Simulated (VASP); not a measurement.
Runs of VASP 6.6.1 on Cd. The structure is that of space group Im-3m (No. 229), or close to it. The cells are those of the table. 

```tsv
task	cell	k mesh	cutoff (eV)	gap on the mesh (eV)	pressure (GPa)
single point	a = 3.189 Å, angles 109.5°, 1 atom	14 × 14 × 14	520	none	(b)
single point	a = 3.056 Å, angles 109.5°, 1 atom	14 × 14 × 14	520	none	5.6
single point	a = 3.272 Å, angles 109.5°, 1 atom	14 × 14 × 14	520	none	-1.3
single point	a = 3.231 Å, angles 109.5°, 1 atom	14 × 14 × 14	520	none	(a)
single point	a = 3.189 Å, angles 109.5°, 1 atom	13 × 13 × 13	520	none	0.1
relaxation of cell and atoms	relaxed from a = 3.038 Å, angles 109.5°, 1 atom	13 × 13 × 13	600	none	0.0
single point	a = 3.146 Å, angles 109.5°, 1 atom	14 × 14 × 14	520	none	1.6
```

Alike in all rows: level RPBE; potentials or basis VASP PAW PBE potentials, release 64 (Cd); no spin polarisation; smearing fermi-dirac 0.1 eV.

Q: Fill in the values left out.

A: (a) -0.6; (b) 0.4.

Caveats: the PAW data sets were made with another functional, which shifts forces and pressure a little.

A k mesh can miss the band edges, and the runs leave out spin-orbit coupling on Cd.

A gap of «none» marks levels without a gap at the run's occupations.
